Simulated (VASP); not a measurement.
Input of a VASP 6.6.1 run:

The input INCAR:

```
  PREC = Accurate
  ENCUT = 520
  EDIFF = 1E-7
  ISMEAR = -1
  SIGMA = 0.03
  LREAL = F
  LASPH = T
  NELM = 60
  ALGO = Normal
  ISIF = 2
  LWAVE = F
  LCHARG = F
  GGA = PE
  NBANDS = 16
```

File KPOINTS:

```
Automatic mesh
0
Gamma
  11 11 11
```

File POSCAR:

```
InP
1.0
    0.0000000000      2.8550000000      2.8550000000
    2.8550000000      0.0000000000      2.8550000000
    2.8550000000      2.8550000000      0.0000000000
In P
1 1
Direct
    0.0000000000      0.0000000000      0.0000000000
    0.5000000000      0.5000000000      0.5000000000
```

Potentials or basis: VASP PAW PBE potentials, release 64 (In_d, P).

The run is started by

```sh
$ cat potpaw_PBE.64/In_d/POTCAR potpaw_PBE.64/P/POTCAR > POTCAR
$ mpirun -np 1 vasp_std > vasp.out
```

**Question.** Estimate the pressure.

**Answer.** -5.4 GPa.

**Question.** Estimate the band gap on the k mesh.

**Answer.** Zero (band 9 reaches 6.24 eV, above the bottom of band 10 at 3.95 eV).

Caveat: spin-orbit coupling is left out, which moves the levels of the heavy elements.
